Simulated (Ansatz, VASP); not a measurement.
**Sn: VASP beside Ansatz**

INCAR

```
SYSTEM = Sn
PREC = Accurate
ENCUT = 520
EDIFF = 1E-7
ISMEAR = 0
SIGMA = 0.15
LREAL = .False.
LASPH = .True.
NELM = 60
ALGO = Fast
ISIF = 2
LWAVE = .False.
LCHARG = .False.
GGA = PE
NBANDS = 21
```

The input KPOINTS:

```
regular mesh
0
Gamma
  14 14 14
  0 0 0
```

Contents of POSCAR:

```
Sn
1.0
    0.0000000000      3.1932424573      3.3529045801
    3.1932424573      0.0000000000      3.3529045801
    3.1932424573      3.1932424573      0.0000000000
Sn
2
Direct
    0.5000000000      0.5000000000      0.5000000000
    0.7500000000      0.7500000000      0.7500000000
```

Input for Ansatz:

```yaml
crystal:
  lattice:
    - [0.0, 3.1932424573, 3.3529045801]
    - [3.1932424573, 0.0, 3.3529045801]
    - [3.1932424573, 3.1932424573, 0.0]
  atoms:
    - { symbol: Sn, position: [0.5, 0.5, 0.5] }
    - { symbol: Sn, position: [0.75, 0.75, 0.75] }
basis:
  ecutwfc: 420
kpoints:
  mp_grid: { grid: [14, 14, 14] }
hamiltonian:
  xc: pbe
scf:
  occupations: { method: gaussian, width: 0.15 }
output:
  forces: true
  stress: true
  eigenvalues: true
```

Alike in both runs: task single point; functional PBE; k mesh 14 × 14 × 14; occupations gaussian, width 0.15 eV; no spin polarisation.

```csv
,VASP,Ansatz
version,VASP 6.6.1,Ansatz 0.2.0
potentials or method,"VASP PAW PBE potentials, release 64 (Sn_d), cutoff 520 eV","scalar-relativistic, plane waves, PAW"
valence electrons in the cell,28,28
```

```tsv
	VASP	Ansatz	Ansatz less VASP
gap on the k mesh at the Fermi level (eV)	none	none	-
pressure (GPa)	3.1	3.2	+0.06
traceless stress, the component that is largest in VASP (GPa)	-1.04	-1.04	+0.001
```

A gap of «none» marks a metal or a gap that the smearing closes. With one functional, cell and mesh, what is left measures potentials, basis and numerics.
